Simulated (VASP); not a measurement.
# Ba3TaGa3Si2O14 (P321) in VASP: single point with PBE

Aim: the single point of Ba3TaGa3Si2O14 with PBE.

Everything below comes from runs of VASP 6.6.1. Logs are shortened: lines on timing, memory, paths and dates and some standing lists are left out, and cuts for length are marked.

## 1. The cell of the first run

It takes space group P321 (No. 150, trigonal). The conventional cell has a = 8.515 Å, b = 8.515 Å, c = 5.192 Å, α = 90.00°, β = 90.00°, γ = 120.00°. Within 4.5 Å of Ba (site symmetry 2) lie 18 O at 2.66 to 4.42 Å and 4 Si at 3.54 to 3.70 Å and 1 Ta at 3.68 Å and 6 Ga at 3.72 to 4.12 Å and 4 Ba at 4.37 Å. Ta (site symmetry 32) has 6 O at 1.99 Å within 2.6 Å. Ga (site symmetry 2) has 4 O at 1.84 to 1.88 Å within 2.4 Å. Si (site symmetry 3) has 4 O at 1.60 to 1.66 Å within 2.1 Å. O (site symmetry 3) has 1 Si at 1.60 Å within 2.1 Å. O (site symmetry 1) has 1 Si at 1.66 Å and 1 Ga at 1.88 Å within 2.2 Å. Within 2.4 Å of O (site symmetry 1) lie 1 Ga at 1.84 Å and 1 Ta at 1.99 Å.

## 2. Single point, PBE

INCAR reads:

```
SYSTEM = Ba3TaGa3Si2O14
  ALGO = Normal
  EDIFF = 1E-6
  ENCUT = 520
  GGA = PE
  ISIF = 2
  ISMEAR = -1
  LASPH = .TRUE.
  LCHARG = .TRUE.
  LELF = .TRUE.
  LREAL = Auto
  LVHAR = .TRUE.
  LWAVE = .FALSE.
  NBANDS = 103
  NELM = 100
  PREC = Accurate
  SIGMA = 0.02
```

KPOINTS reads:

```
k-points
0
G
  3 3 4
  0 0 0
```

POSCAR reads:

```
Ba3TaGa3Si2O14
1.0
    8.5150000000      0.0000000000      0.0000000000
   -4.2575000000      7.3742063132      0.0000000000
    0.0000000000      0.0000000000      5.1920000000
Ba Ta Ga Si O
3 1 3 2 14
Direct
    0.4320092207      0.0000000000      0.0000000000
    0.0000000000      0.4320092207      0.0000000000
    0.5679907793      0.5679907793      0.0000000000
    0.0000000000      0.0000000000      0.0000000000
    0.7456293529      0.0000000000      0.5000000000
    0.0000000000      0.7456293529      0.5000000000
    0.2543706471      0.2543706471      0.5000000000
    0.3333333333      0.6666666667      0.4778909481
    0.6666666667      0.3333333333      0.5221090519
    0.3333333333      0.6666666667      0.7866819213
    0.6666666667      0.3333333333      0.2133180787
    0.4735686029      0.2979654636      0.6516383113
    0.7020345364      0.1756031393      0.6516383113
    0.8243968607      0.5264313971      0.6516383113
    0.2979654636      0.4735686029      0.3483616887
    0.1756031393      0.7020345364      0.3483616887
    0.5264313971      0.8243968607      0.3483616887
    0.2186306324      0.1037481923      0.2260510393
    0.8962518077      0.1148824401      0.2260510393
    0.8851175599      0.7813693676      0.2260510393
    0.1037481923      0.2186306324      0.7739489607
    0.1148824401      0.8962518077      0.7739489607
    0.7813693676      0.8851175599      0.7739489607
```

Potentials or basis: VASP PAW PBE potentials, release 64 (Ba_sv, Ta_pv, Ga_d, Si, O).

Started as:

```sh
cat potpaw_PBE.64/Ba_sv/POTCAR potpaw_PBE.64/Ta_pv/POTCAR potpaw_PBE.64/Ga_d/POTCAR potpaw_PBE.64/Si/POTCAR potpaw_PBE.64/O/POTCAR > POTCAR
mpirun -np 1 vasp_std > vasp.out
```

OUTCAR:

```text
SYSTEM = Ba3TaGa3Si2O14
   EDIFF = 1E-6
   ENCUT = 520
   GGA = PE
   ISIF = 2
   ISMEAR = -1
   LASPH = .TRUE.
   LREAL = Auto
   NELM = 100
   PREC = Accurate

 ion  position               nearest neighbor table
   1  0.432  0.000  0.000-  18 2.66  22 2.66  13 2.71  17 2.71  10 2.76  11 2.76  16 2.99  12 2.99
                             8 3.54   9 3.54   4 3.68   8 3.70   9 3.70   5 3.72   5 3.72   3 4.37
   2  0.000  0.432  0.000-  19 2.66  21 2.66  16 2.71  14 2.71  11 2.76  10 2.76  13 2.99  15 2.99
                             9 3.54   8 3.54   4 3.68   9 3.70   8 3.70   6 3.72   6 3.72   1 4.37
   3  0.568  0.568  0.000-  23 2.66  20 2.66  12 2.71  15 2.71  11 2.76  10 2.76  17 2.99  14 2.99
                             9 3.54   8 3.54   4 3.68   9 3.70   8 3.70   7 3.72   7 3.72   1 4.37
   4  0.000  0.000  0.000-  20 1.99  21 1.99  19 1.99  23 1.99  22 1.99  18 1.99   2 3.68   3 3.68
                             1 3.68
   5  0.746  0.000  0.500-  23 1.84  19 1.84  13 1.88  17 1.88   1 3.72   1 3.72
   6  0.000  0.746  0.500-  22 1.84  20 1.84  14 1.88  16 1.88   2 3.72   2 3.72
   7  0.254  0.254  0.500-  18 1.84  21 1.84  15 1.88  12 1.88   3 3.72   3 3.72
   8  0.333  0.667  0.478-  10 1.60  16 1.66  17 1.66  15 1.66   1 3.54   2 3.54   3 3.54   1 3.70
                             2 3.70   3 3.70
   9  0.667  0.333  0.522-  11 1.60  13 1.66  14 1.66  12 1.66   2 3.54   1 3.54   3 3.54   2 3.70
                             1 3.70   3 3.70
  10  0.333  0.667  0.787-   8 1.60   1 2.76   2 2.76   3 2.76
  11  0.667  0.333  0.213-   9 1.60   2 2.76   1 2.76   3 2.76
  12  0.474  0.298  0.652-   9 1.66   7 1.88   3 2.71   1 2.99
  13  0.702  0.176  0.652-   9 1.66   5 1.88   1 2.71   2 2.99
  14  0.824  0.526  0.652-   9 1.66   6 1.88   2 2.71   3 2.99
  15  0.298  0.474  0.348-   8 1.66   7 1.88   3 2.71   2 2.99
  16  0.176  0.702  0.348-   8 1.66   6 1.88   2 2.71   1 2.99
  17  0.526  0.824  0.348-   8 1.66   5 1.88   1 2.71   3 2.99
  18  0.219  0.104  0.226-   7 1.84   4 1.99   1 2.66
  19  0.896  0.115  0.226-   5 1.84   4 1.99   2 2.66
  20  0.885  0.781  0.226-   6 1.84   4 1.99   3 2.66
  21  0.104  0.219  0.774-   7 1.84   4 1.99   2 2.66
  22  0.115  0.896  0.774-   6 1.84   4 1.99   1 2.66
  23  0.781  0.885  0.774-   5 1.84   4 1.99   3 2.66

  LATTYP: Found a hexagonal cell.
 ALAT       =     8.5150000000
 C/A-ratio  =     0.6097475044

  Lattice vectors:

 A1 = (   8.5150000000,   0.0000000000,   0.0000000000)
 A2 = (  -4.2575000000,   7.3742063132,   0.0000000000)
 A3 = (   0.0000000000,   0.0000000000,   5.1920000000)

Analysis of symmetry for initial positions (statically):
=====================================================================
 Subroutine PRICEL returns:
 Original cell was already a primitive cell.

 Routine SETGRP: Setting up the symmetry group for a
 hexagonal supercell.

 Subroutine GETGRP returns: Found  6 space group operations
 (whereof  6 operations were pure point group operations)
 out of a pool of 24 trial point group operations.

The static configuration has the point symmetry D_3 .

Analysis of symmetry for dynamics (positions and initial velocities):
=====================================================================
 Subroutine PRICEL returns:
 Original cell was already a primitive cell.

 Routine SETGRP: Setting up the symmetry group for a
 hexagonal supercell.

 Subroutine GETGRP returns: Found  6 space group operations
 (whereof  6 operations were pure point group operations)
 out of a pool of 24 trial point group operations.

The dynamic configuration has the point symmetry D_3 .

 Subroutine INISYM returns: Found  6 space group operations
 (whereof  6 operations are pure point group operations),
 and found     1 'primitive' translations

----------------------------------------------------------------------------------------

                                     Primitive cell

  volume of cell :     326.0128

  direct lattice vectors                    reciprocal lattice vectors
     8.515000000  0.000000000  0.000000000     0.117439812  0.067803907  0.000000000
    -4.257500000  7.374206313  0.000000000     0.000000000  0.135607814  0.000000000
     0.000000000  0.000000000  5.192000000     0.000000000  0.000000000  0.192604006

  length of vectors
     8.515000000  8.515000000  5.192000000     0.135607814  0.135607814  0.192604006

  position of ions in fractional coordinates (direct lattice)
     0.432009221  0.000000000  0.000000000
[... 54 lines left out ...]
 Grid dimensions read from file:
 generate k-points for:    3    3    4

 Generating k-lattice:

  Cartesian coordinates                     Fractional coordinates (reciprocal lattice)
     0.039146604  0.022601302  0.000000000     0.333333333 -0.000000000  0.000000000
     0.000000000  0.045202605  0.000000000     0.000000000  0.333333333  0.000000000
     0.000000000  0.000000000  0.048151002     0.000000000  0.000000000  0.250000000

  Length of vectors
     0.045202605  0.045202605  0.048151002

  Shift w.r.t. Gamma in fractional coordinates (k-lattice)
     0.000000000  0.000000000  0.000000000

 Subroutine IBZKPT returns following result:
 ===========================================

 Found     10 irreducible k-points:

 Following reciprocal coordinates:
            Coordinates               Weight
  0.000000  0.000000  0.000000      1.000000
  0.333333  0.000000  0.000000      6.000000
  0.333333  0.333333  0.000000      2.000000
  0.000000  0.000000  0.250000      2.000000
  0.333333  0.000000  0.250000      6.000000
  0.000000  0.333333  0.250000      6.000000
  0.333333  0.333333  0.250000      4.000000
  0.000000  0.000000  0.500000      1.000000
  0.333333  0.000000  0.500000      6.000000
  0.333333  0.333333  0.500000      2.000000
   k-points           NKPTS =     10   k-points in BZ     NKDIM =     10   number of bands    NBANDS=    103
   number of dos      NEDOS =    301   number of ions     NIONS =     23
   total plane-waves  NPLWV = 163840
   dimension x,y,z NGX =    64 NGY =   64 NGZ =   40
   dimension x,y,z NGXF=   128 NGYF=  128 NGZF=   80
   ions per type =               3   1   3   2  14
   NGX,Y,Z   is equivalent  to a cutoff of  12.50, 12.50, 12.81 a.u.
   NGXF,Y,Z  is equivalent  to a cutoff of  24.99, 24.99, 25.62 a.u.
 SYSTEM =  Ba3TaGa3Si2O14
   PREC   = accura    normal or accurate (medium, high low for compatibility)
   ISTART =      0    job   : 0-new  1-cont  2-samecut
   ICHARG =      2    charge: 1-file 2-atom 10-const
   ISPIN  =      1    spin polarized calculation?
   LNONCOLLINEAR =      F non collinear calculations
   LSORBIT =      F    spin-orbit coupling
   LASPH  =      T    aspherical Exc in radial PAW
   ENCUT  =  520.0 eV  38.22 Ry    6.18 a.u.  15.83 15.83  9.65*2*pi/ulx,y,z
   NELM   =    100;   NELMIN=  2; NELMDL= -5     # of ELM steps
   EDIFF  = 0.1E-05   stopping-criterion for ELM
   LREAL  =      T    real-space projection
   EDIFFG = 0.1E-04   stopping-criterion for IOM
   NSW    =      0    number of steps for IOM
   IBRION =     -1    ionic relax: 0-MD 1-quasi-New 2-CG
   NFREE  =      0    steps in history (QN), initial steepest desc. (CG)
   ISIF   =      2    stress and relaxation
   ISYM   =      2    0-nonsym 1-usesym 2-fastsym
   POTIM  = 0.5000    time-step for ionic-motion
   TEBEG  =    0.0;   TEEND  =   0.0 temperature during run
   PSTRESS=    0.0 pullay stress
   NELECT =     172.0000    total number of electrons
   NUPDOWN=      -1.0000    fix difference up-down
   EMIN   =  10.00;   EMAX   =-10.00  energy-range for DOS
   EFERMI =   0.00;   METHOD = LEGACY
   ISMEAR =    -1;   SIGMA  =   0.02  broadening in eV -4-tet -1-fermi 0-gaus
   EFERMI_NEDOS =   21; number of points for ismear=-14 and -15
   IALGO  =     38    algorithm
   IMIX   =      4    mixing-type and parameters
     AMIX     =   0.40;   BMIX     =  1.00
     AMIX_MAG =   1.60;   BMIX_MAG =  1.00
  volume/ion in A,a.u.               =      14.17        95.65
  Fermi-wavevector in a.u.,A,eV,Ry     =   1.322836  2.499798 23.808779  1.749896
  Thomas-Fermi vector in A             =   2.452488
   LORBIT       =      0    0 simple, 1 ext, 2 COOP (PROOUT), +10 PAW based schemes
   GGA     = PE    functional components
   LHFCALC =     F    Hartree Fock is set to
   AEXX    =    0.0000 exact exchange contribution
   IVDW    =     0    specifies the selected vdW correction
   LEPSILON=     F    determine dielectric tensor
   LRPA    =     F    only Hartree local field effects (RPA)
 non-spin polarized calculation
  energy-cutoff  :      520.00
  volume of cell :      326.01
 maximum number of plane-waves:      8820
 NGX is ok and might be reduce to    64
   NGX = 31   NGY = 31   NGZ = 19

 number of electron     172.0000027 magnetization

 Free energy of the ion-electron system (eV)
  ---------------------------------------------------
  ext. energy  EPLUGINS =         0.00000000
  ---------------------------------------------------
  free energy    TOTEN  =      -167.21925375 eV

  energy without entropy =     -167.21925375  energy(sigma->0) =     -167.21925375

 E-fermi :   2.3106     XC(G=0): -10.1286

 val. band max:        1.7495084415   @ k =   0.3333   0.3333   0.0000
 cond. band min:       5.6206527681   @ k =   0.0000   0.0000   0.0000
 fundamental gap:      3.8711443265
 Fermi energy:         2.3105608625

 k-point     1 :       0.0000    0.0000    0.0000
  band No.  band energies     occupation
      1     -31.8900      2.00000
      2     -31.8900      2.00000
      3     -31.8149      2.00000
      4     -22.6496      2.00000
      5     -22.5922      2.00000
      6     -22.5922      2.00000
[... 999 lines left out ...]
     97       9.2827      0.00000
     98       9.2827      0.00000
 [bands above 98 left out]

------------------------ aborting loop because EDIFF is reached ----------------------------------------

  FORCE on cell =-STRESS in cart. coord.  units (eV):
  Direction    XX          YY          ZZ          XY          YZ          ZX
  --------------------------------------------------------------------------------------
  -------------------------------------------------------------------------------------
  Total        8.9294064      8.9294064      8.8894877     -0.0000000      0.0000000      0.0000000
  in kB       43.8832264     43.8832264     43.6870476     -0.0000000      0.0000000      0.0000000
  external PRESSURE =      43.8178335 kB  Pullay stress =       0.0000000 kB

 VOLUME and BASIS-vectors are now :
 -----------------------------------------------------------------------------
  energy-cutoff  :      520.00
  volume of cell :      326.01
      direct lattice vectors                 reciprocal lattice vectors
     8.515000000  0.000000000  0.000000000     0.117439812  0.067803907  0.000000000
    -4.257500000  7.374206313  0.000000000     0.000000000  0.135607814  0.000000000
     0.000000000  0.000000000  5.192000000     0.000000000  0.000000000  0.192604006

 POSITION                                       TOTAL-FORCE (eV/Angst)
 -----------------------------------------------------------------------------------
      3.67856      0.00000      0.00000         0.048131     -0.000000      0.000000
     -1.83928      3.18573      0.00000        -0.024065      0.041682      0.000000
      2.41822      4.18848      0.00000        -0.024065     -0.041682      0.000000
      0.00000      0.00000      0.00000         0.000000     -0.000000     -0.000000
      6.34903      0.00000      2.59600         0.026431     -0.000000      0.000000
     -3.17452      5.49842      2.59600        -0.013215      0.022890      0.000000
[... 15 lines left out ...]
     -2.83757      6.60915      4.01834        -0.014740     -0.031020     -0.043462
      2.88497      6.52704      4.01834        -0.019494      0.028275     -0.043462
 -----------------------------------------------------------------------------------
    total drift:                               -0.000002     -0.000004      0.000000

  FREE ENERGIE OF THE ION-ELECTRON SYSTEM (eV)
  ---------------------------------------------------
  free  energy   TOTEN  =      -167.2192537532 eV

  energy  without entropy=     -167.2192537532  energy(sigma->0) =     -167.21925375
```

Wall time 24 min (1 thread of Intel Xeon 8259CL, shared host); peak memory 0.55 GiB.

What came out:

| Item | Value |
| --- | --- |
| Free energy | -167.2193 eV |
| Pressure | 4.4 GPa |
| Largest force | 0.055 eV/Å |
| Band gap on the k mesh | 3.87 eV (least direct gap 3.96 eV) |

Forces in eV/Å, atoms in the order of the input:
```
Ba   0.048  0.000  0.000
Ba  -0.024  0.042  0.000
Ba  -0.024 -0.042  0.000
Ta   0.000  0.000  0.000
Ga   0.026  0.000  0.000
Ga  -0.013  0.023  0.000
Ga  -0.013 -0.023  0.000
Si   0.000  0.000 -0.023
Si   0.000  0.000  0.023
O    0.000  0.000  0.008
O    0.000  0.000 -0.008
O   -0.001 -0.027 -0.028
O    0.024  0.012 -0.028
O   -0.023  0.015 -0.028
O   -0.023 -0.015  0.028
O   -0.001  0.027  0.028
O    0.024 -0.012  0.028
O   -0.015  0.031  0.043
O   -0.019 -0.028  0.043
O    0.034 -0.003  0.043
O    0.034  0.003 -0.043
O   -0.015 -0.031 -0.043
O   -0.019  0.028 -0.043
```

Levels at points of the mesh, in eV from the valence-band top:
| k point | band 83 | band 84 | band 85 | band 86 | band 87 | band 88 | band 89 | band 90 |
| --- | --- | --- | --- | --- | --- | --- | --- | --- |
| (0.00, 0.00, 0.00) | -0.23 | -0.18 | -0.18 | -0.09 | 3.87 | 4.92 | 4.92 | 5.03 |
| (0.00, 0.00, 0.50) | -0.23 | -0.20 | -0.10 | -0.10 | 4.55 | 4.55 | 5.20 | 5.85 |

Caveat: the cell stands under pressure; spin-orbit coupling is left out, which moves the levels of the heavy elements. A k mesh can miss the band edges.
